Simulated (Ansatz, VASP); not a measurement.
**Two plane-wave programs on Pd**

```
Pd
1.0
    -1.52252    1.52252    1.52252
     1.52252   -1.52252    1.52252
     1.52252    1.52252   -1.52252
Pd
1
Direct
  0.00000 0.00000 0.00000
```

Alike in both runs: task single point; functional PBEsol; k mesh 18 × 18 × 18; occupations gaussian, width 0.1 eV; no spin polarisation.

|  | VASP | Ansatz |
| --- | --- | --- |
| version | VASP 6.6.1 | Ansatz 0.2.0 |
| potentials or method | VASP PAW PBE potentials, release 64 (Pd), cutoff 520 eV | scalar-relativistic, plane waves, PAW |
| valence electrons in the cell | 10 | 18 |

Ansatz gave:

- gap on the k mesh at the Fermi level (eV): none
- pressure (GPa): 8.4

Estimate VASP's values.

gap on the k mesh at the Fermi level (eV): none; pressure (GPa): 7.9.

VASP's potentials were made for PBE, not for PBEsol. A gap of «none» marks a metal or a gap that the smearing closes. VASP's potentials hold 10 valence electrons a cell and Ansatz's 18, so a difference there can come from the potentials and not from the codes.
